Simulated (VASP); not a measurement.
Write the native input for VASP 6.6.1 that does the following.

```yaml
Task: single point
Functional: PBE
Potentials_or_basis: VASP PAW PBE potentials, release 64 (In_d, Se)
Cutoff: 520 eV
k_mesh: 16 × 16 × 16
Occupations: gaussian, width 0.1 eV
Spin: no spin polarisation
Dipole_correction: no
Further_INCAR_settings: ALGO = Normal; EDIFF = 1e-07; NBANDS = 16
```

The structure of InSe lies in POSCAR:

```
InSe
1.0
    3.6305625259      0.0000000000      0.0000000000
    0.0000000000      3.6305625259      0.0000000000
    0.0000000000      0.0000000000      3.6305625259
In Se
1 1
Direct
    0.0000000000      0.0000000000      0.0000000000
    0.5000000000      0.5000000000      0.5000000000
```

The input as run:

INCAR

```
  PREC = Accurate
  ENCUT = 520
  EDIFF = 1E-7
  ISMEAR = 0
  SIGMA = 0.1
  LREAL = F
  LASPH = T
  NELM = 60
  ALGO = Normal
  ISIF = 2
  LWAVE = F
  LCHARG = F
  GGA = PE
  NBANDS = 16
```

KPOINTS

```
Automatic mesh
0
Gamma
  16 16 16
```

Potentials or basis: VASP PAW PBE potentials, release 64 (In_d, Se).

Command:

```bash
$ cat potpaw_PBE.64/In_d/POTCAR potpaw_PBE.64/Se/POTCAR > POTCAR
$ mpirun -np 1 vasp_std > vasp.out
```

Results of the run:

* Pressure: 0.1 GPa
* Band gap on the k mesh: zero (an odd number of electrons rules out a gap without spin polarisation)

Caveat: spin-orbit coupling is left out, which moves the levels of the heavy elements.

Wall time 63 s on 1 thread of Intel(R) Xeon(R) 6975P-C (Granite Rapids) (shared host), peak memory 0.26 GiB.
